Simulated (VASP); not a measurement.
Set up this calculation in VASP 6.6.1, as the native input.

| Property | Result |
| --- | --- |
| Task | single point |
| Functional | PBE |
| Potentials or basis | VASP PAW PBE potentials, release 64 (Ba_sv, F_h) |
| Cutoff | 1350 eV |
| k mesh | 6 × 6 × 6 |
| Occupations | gaussian, width 0.02 eV |
| Spin | no spin polarisation |
| Dipole correction | no |
| Further INCAR settings | ALGO = Normal; EDIFF = 1e-06; NBANDS = 19 |

The structure of BaF2 lies in POSCAR:

```
BaF2
1.0
    0.0000000000      3.0263506597      3.0263506597
    3.0263506597      0.0000000000      3.0263506597
    3.0263506597      3.0263506597      0.0000000000
Ba F
1 2
Direct
    0.0000000000      0.0000000000      0.0000000000
    0.2500000000      0.2500000000      0.2500000000
    0.7500000000      0.7500000000      0.7500000000
```

One way to write it, as run:

INCAR

```
SYSTEM = BaF2
ALGO = Normal ; EDIFF = 1E-6
ENCUT = 1350 ; GGA = PE
GGA_COMPAT = .False. ; ISIF = 2
ISMEAR = 0 ; LASPH = .True.
LCHARG = .False. ; LREAL = .False.
LWAVE = .False. ; NBANDS = 19
NELM = 120 ; PREC = Accurate
SIGMA = 0.02
```

KPOINTS

```
k-points
0
Gamma
  6 6 6
  0 0 0
```

Potentials or basis: VASP PAW PBE potentials, release 64 (Ba_sv, F_h).

Run with:

```sh
$ cat potpaw_PBE.64/Ba_sv/POTCAR potpaw_PBE.64/F_h/POTCAR > POTCAR
$ mpirun -np 1 vasp_std > vasp.out
```

Results of the run:

```
Pressure               : 7.7 GPa
Band gap on the k mesh : 7.11 eV (least direct gap 7.21 eV)
```

Caveat: the cell stands under pressure; spin-orbit coupling is left out, which moves the levels of the heavy elements.

Run time: 120 s on 1 thread of Intel(R) Xeon(R) Platinum 8259CL CPU @ 2.50GHz (Skylake/Cascade Lake), with other jobs on the host, peak memory 0.41 GiB.
